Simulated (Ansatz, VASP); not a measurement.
**One calculation of Hg, two programs**

File INCAR:

```
PREC = Accurate
ENCUT = 520
EDIFF = 1E-7
ISMEAR = -1
SIGMA = 0.05
LREAL = False
LASPH = True
NELM = 100
ALGO = Fast
ISIF = 2
LWAVE = False
LCHARG = False
GGA = PE
NBANDS = 19
```

The input KPOINTS:

```
regular mesh
0
Gamma
  10 10 10
```

POSCAR

```
Hg
1.0
   -2.9872148877      2.9872148877      1.6033947439
    2.9872148877     -2.9872148877      1.6033947439
    2.9872148877      2.9872148877     -1.6033947439
Hg
2
Direct
    0.0000000000      0.0000000000      0.0000000000
    0.7500000000      0.2500000000      0.5000000000
```

The input input.yaml:

```yaml
crystal:
  lattice:
    - [-2.9872148877, 2.9872148877, 1.6033947439]
    - [2.9872148877, -2.9872148877, 1.6033947439]
    - [2.9872148877, 2.9872148877, -1.6033947439]
  atoms:
    - { symbol: Hg, position: [0.0, 0.0, 0.0] }
    - { symbol: Hg, position: [0.75, 0.25, 0.5] }
hamiltonian:
  xc: pbe
  pseudopotentials: { kind: paw }
kpoints:
  mp_grid: { grid: [10, 10, 10] }
scf:
  occupations: { method: fermi_dirac, width: 0.05 }
output:
  forces: true
  stress: true
  eigenvalues: true
```

Alike in both runs: task single point; functional PBE; k mesh 10 × 10 × 10; occupations fermi-dirac, width 0.05 eV; no spin polarisation.

|  | VASP | Ansatz |
| --- | --- | --- |
| version | VASP 6.6.1 | Ansatz 0.2.0 |
| potentials or method | VASP PAW PBE potentials, release 64 (Hg) | Ansatz PAW |
| plane-wave cutoff (eV) | 520 | 420 |
| valence electrons in the cell | 24 | 40 |

```tsv
	VASP	Ansatz	Ansatz less VASP
gap on the k mesh at the Fermi level (eV)	none	none	-
pressure (GPa)	0.3	0.2	-0.17
traceless stress, the component that is largest in VASP (GPa)	-0.19	-0.17	+0.018
```

A gap of «none» marks a metal or a gap that the smearing closes. The functional is the same, so the differences come from potentials, cutoffs and numerics. VASP's potentials hold 24 valence electrons a cell and Ansatz's 40, so a difference there can come from the potentials and not from the codes.

Spin-orbit coupling is off throughout.
